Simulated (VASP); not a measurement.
# MgO (Fm-3m) in VASP: elastic constants with r2SCAN

Aim: the elastic constants of MgO with r2SCAN.

All numbers are computed with VASP 6.6.1; they aren't measurements. Logs are shortened: lines on timing, memory, paths and dates and some standing lists are left out, and cuts for length are marked.

## 1. The cell of the first run

It takes space group Fm-3m (No. 225, cubic). Conventional cell: a = 4.194 Å, b = 4.194 Å, c = 4.194 Å, α = 90.00°, β = 90.00°, γ = 90.00°. Mg (site symmetry m-3m) has 6 O at 2.10 Å within 2.8 Å. O (site symmetry m-3m) has 6 Mg at 2.10 Å within 2.8 Å.

## 2. Elastic constants, r2SCAN

INCAR reads:

```
SYSTEM = MgO
  PREC = Accurate
  ENCUT = 600
  EDIFF = 1E-8
  ISMEAR = -1
  SIGMA = 0.15
  LREAL = .False.
  LASPH = .True.
  NELM = 80
  ALGO = Normal
  ISIF = 3
  LWAVE = .False.
  LCHARG = .False.
  METAGGA = R2SCAN
  LMIXTAU = .True.
  IBRION = 6
  NFREE = 2
  POTIM = 0.015
  NSW = 1
```

KPOINTS reads:

```
Automatic mesh
0
Gamma
  8 8 8
  0 0 0
```

POSCAR reads:

```
MgO
1.0
    0.0000000000      2.0970013927      2.0970013927
    2.0970013927      0.0000000000      2.0970013927
    2.0970013927      2.0970013927      0.0000000000
Mg O
1 1
Direct
    0.0000000000      0.0000000000      0.0000000000
    0.5000000000      0.5000000000      0.5000000000
```

Potentials or basis: VASP PAW PBE potentials, release 64 (Mg, O).

Started as:

```sh
$ cat potpaw_PBE.64/Mg/POTCAR potpaw_PBE.64/O/POTCAR > POTCAR
$ mpirun -np 1 vasp_std > vasp.out
```

OUTCAR:

```text
SYSTEM = MgO
   PREC = Accurate
   ENCUT = 600
   EDIFF = 1E-8
   ISMEAR = -1
   LREAL = .False.
   LASPH = .True.
   NELM = 80
   ISIF = 3
   METAGGA = R2SCAN
   IBRION = 6
   NFREE = 2
   POTIM = 0.015
   NSW = 1

 ion  position               nearest neighbor table
   1  0.000  0.000  0.000-   2 2.10   2 2.10   2 2.10   2 2.10   2 2.10   2 2.10
   2  0.500  0.500  0.500-   1 2.10   1 2.10   1 2.10   1 2.10   1 2.10   1 2.10

  LATTYP: Found a face centered cubic cell.
 ALAT       =     4.1940027854

  Lattice vectors:

 A1 = (   0.0000000000,   2.0970013927,   2.0970013927)
 A2 = (   2.0970013927,   0.0000000000,   2.0970013927)
 A3 = (   2.0970013927,   2.0970013927,   0.0000000000)

Analysis of symmetry for initial positions (statically):
=====================================================================
 Subroutine PRICEL returns:
 Original cell was already a primitive cell.

 Routine SETGRP: Setting up the symmetry group for a
 face centered cubic supercell.

 Subroutine GETGRP returns: Found 48 space group operations
 (whereof 48 operations were pure point group operations)
 out of a pool of 48 trial point group operations.

The static configuration has the point symmetry O_h .

Analysis of symmetry for dynamics (positions and initial velocities):
=====================================================================
 Subroutine PRICEL returns:
 Original cell was already a primitive cell.

 Routine SETGRP: Setting up the symmetry group for a
 face centered cubic supercell.

 Subroutine GETGRP returns: Found 48 space group operations
 (whereof 48 operations were pure point group operations)
 out of a pool of 48 trial point group operations.

The dynamic configuration has the point symmetry O_h .

 Subroutine INISYM returns: Found 48 space group operations
 (whereof 48 operations are pure point group operations),
 and found     1 'primitive' translations

----------------------------------------------------------------------------------------

[... 598 lines left out ...]
      5      13.5924      0.00000
      6      16.3292      0.00000
      7      17.6613      0.00000
      8      21.1379      0.00000

 [... further k-points ...]

------------------------ aborting loop because EDIFF is reached ----------------------------------------

  FORCE on cell =-STRESS in cart. coord.  units (eV):
  Direction    XX          YY          ZZ          XY          YZ          ZX
  --------------------------------------------------------------------------------------
  -------------------------------------------------------------------------------------
  Total       -0.0044831     -0.0143240     -0.0143240      0.0000000      0.0000000      0.0000000
  in kB       -0.3894598     -1.2443710     -1.2443710      0.0000000      0.0000000      0.0000000
  external PRESSURE =      -0.9594006 kB  Pullay stress =       0.0000000 kB
[... 17 lines left out ...]
  FREE ENERGIE OF THE ION-ELECTRON SYSTEM (eV)
  ---------------------------------------------------
  free  energy   TOTEN  =       -16.1645601934 eV

  energy  without entropy=      -16.1645601928  energy(sigma->0) =      -16.16456019

 INTERNAL STRAIN TENSORS FROM STRAINED CELLS
 ============================================

 INTERNAL STRAIN TENSOR FOR ION    1 for displacements in x,y,z  (eV/Angst):
          X           Y           Z          XY          YZ          ZX
  --------------------------------------------------------------------------------
  x     0.00000    -0.00000     0.00000     0.00000     0.00000     0.00000
  y     0.00000    -0.00000    -0.00000    -0.00000    -0.00000    -0.00000
  z    -0.00000     0.00000     0.00000     0.00000    -0.00000    -0.00000

 INTERNAL STRAIN TENSORS FROM DISPLACED ATOMS
 ============================================

 INTERNAL STRAIN TENSOR FOR ION    1 for displacements in x,y,z  (eV/Angst):
          X           Y           Z          XY          YZ          ZX
  --------------------------------------------------------------------------------
  x     0.00000     0.00000     0.00000     0.00000     0.00000     0.00000
  y     0.00000     0.00000     0.00000     0.00000     0.00000     0.00000
  z     0.00000     0.00000     0.00000     0.00000     0.00000     0.00000

 INTERNAL STRAIN TENSOR FOR ION    2 for displacements in x,y,z  (eV/Angst):
          X           Y           Z          XY          YZ          ZX
  --------------------------------------------------------------------------------
  x     0.00000     0.00000     0.00000     0.00000     0.00000     0.00000
  y     0.00000     0.00000     0.00000     0.00000     0.00000     0.00000
  z     0.00000     0.00000     0.00000     0.00000     0.00000     0.00000

 Eigenvectors and eigenvalues of the dynamical matrix
 ----------------------------------------------------

   1 f  =   12.229529 THz    76.840399 2PiTHz  407.933186 cm-1    50.577246 meV
             X         Y         Z           dx          dy          dz
      0.000000  0.000000  0.000000     0.625511    0.000000    0.000000
      2.097001  2.097001  2.097001    -0.780215    0.000000    0.000000
[... 21 lines left out ...]
   6 f/i=    0.071443 THz     0.448890 2PiTHz    2.383085 cm-1     0.295465 meV
             X         Y         Z           dx          dy          dz
      0.000000  0.000000  0.000000     0.727921   -0.261528   -0.102326
      2.097001  2.097001  2.097001     0.583585   -0.209671   -0.082037

--------------------------------------------------------------------------------------------------------

 ELASTIC MODULI CONTR FROM IONIC RELAXATION (kBar)
 Direction    XX          YY          ZZ          XY          YZ          ZX
 --------------------------------------------------------------------------------
 XX           0.0000      0.0000      0.0000      0.0000      0.0000      0.0000
 YY           0.0000      0.0000      0.0000      0.0000      0.0000      0.0000
 ZZ           0.0000      0.0000      0.0000      0.0000      0.0000      0.0000
 XY           0.0000      0.0000      0.0000      0.0000      0.0000      0.0000
 YZ           0.0000      0.0000      0.0000      0.0000      0.0000      0.0000
 ZX           0.0000      0.0000      0.0000      0.0000      0.0000      0.0000
 --------------------------------------------------------------------------------

 TOTAL ELASTIC MODULI (kBar)
 Direction    XX          YY          ZZ          XY          YZ          ZX
 --------------------------------------------------------------------------------
 XX        3204.5794    954.0912    954.0912     -0.0000      0.0000      0.0000
 YY         954.0912   3204.5794    954.0912      0.0000     -0.0000     -0.0000
 ZZ         954.0912    954.0912   3204.5794      0.0000     -0.0000      0.0000
 XY          -0.0000      0.0000      0.0000   1589.2043      0.0000      0.0000
 YZ           0.0000     -0.0000     -0.0000      0.0000   1589.2043      0.0000
 ZX           0.0000     -0.0000      0.0000      0.0000      0.0000   1589.2043
 --------------------------------------------------------------------------------
```

OSZICAR:

```text
N       E                     dE             d eps       ncg     rms          rms(c)
DAV:   1     0.189299318343E+02    0.18930E+02   -0.56566E+03   520   0.106E+03
DAV:   2    -0.191754337902E+02   -0.38105E+02   -0.33882E+02   576   0.165E+02
DAV:   3    -0.198405900691E+02   -0.66516E+00   -0.66516E+00   544   0.262E+01
[... 274 lines left out ...]
DAV:  11    -0.161645602488E+02    0.26754E-06   -0.42443E-09  1040   0.102E-03    0.358E-05
DAV:  12    -0.161645601930E+02    0.55808E-07   -0.23832E-09   608   0.760E-04    0.281E-05
DAV:  13    -0.161645601749E+02    0.18085E-07   -0.21044E-10   592   0.177E-04    0.176E-05
DAV:  14    -0.161645601916E+02   -0.16721E-07   -0.13144E-10   592   0.152E-04    0.212E-06
DAV:  15    -0.161645601934E+02   -0.17671E-08   -0.67170E-12   576   0.391E-05
  17 F= -.16164560E+02 E0= -.16164560E+02  d E =-.595980E-09
```

stdout:

```text
POSCAR found type information on POSCAR MgO
 POSCAR found :  2 types and       2 ions
 scaLAPACK will be used
 -----------------------------------------------------------------------------
|                                                                             |
|                                                                             |
|     You enforced a specific xc type in the INCAR file but a different       |
|     I HOPE YOU KNOW WHAT YOU ARE DOING!                                     |
[... 32 lines left out ...]
 Finite differences progress:
 bond charge predicted
 Finite differences progress:
 bond charge predicted
 Finite differences progress:
 bond charge predicted
 Finite differences progress:
 bond charge predicted
 Finite differences progress:
 bond charge predicted
 Finite differences progress:
 bond charge predicted
 Finite differences progress:
```

Run time: 34 min. Hardware: 1 thread of Oxide Virtual Turin-like, shared host; peak memory 0.15 GiB.

What came out:

```yaml
Elastic_constants_C11_C12_C44: 320, 95, 159 GPa
Voigt_bulk_modulus: 170 GPa
Highest_phonon_frequency_at_Γ_LO-TO_splitting_left_out: 408 cm⁻¹
```

Phonon frequencies in cm⁻¹ (negative: imaginary):
```tsv
q point	frequencies
(0.000, 0.000, 0.000)	-2 -2 -2 408 408 408
```

Elastic tensor in Voigt notation (GPa, in the Cartesian axes of the cell as first typed):
```
320  95  95   0   0   0
 95 320  95   0   0   0
 95  95 320   0   0   0
  0   0   0 159   0   0
  0   0   0   0 159   0
  0   0   0   0   0 159
```

Clamped-ion elastic tensor (GPa):
```
320  95  95   0   0   0
 95 320  95   0   0   0
 95  95 320   0   0   0
  0   0   0 159   0   0
  0   0   0   0 159   0
  0   0   0   0   0 159
```

Caveat: the PAW data sets were made with another functional, which shifts forces and pressure a little.
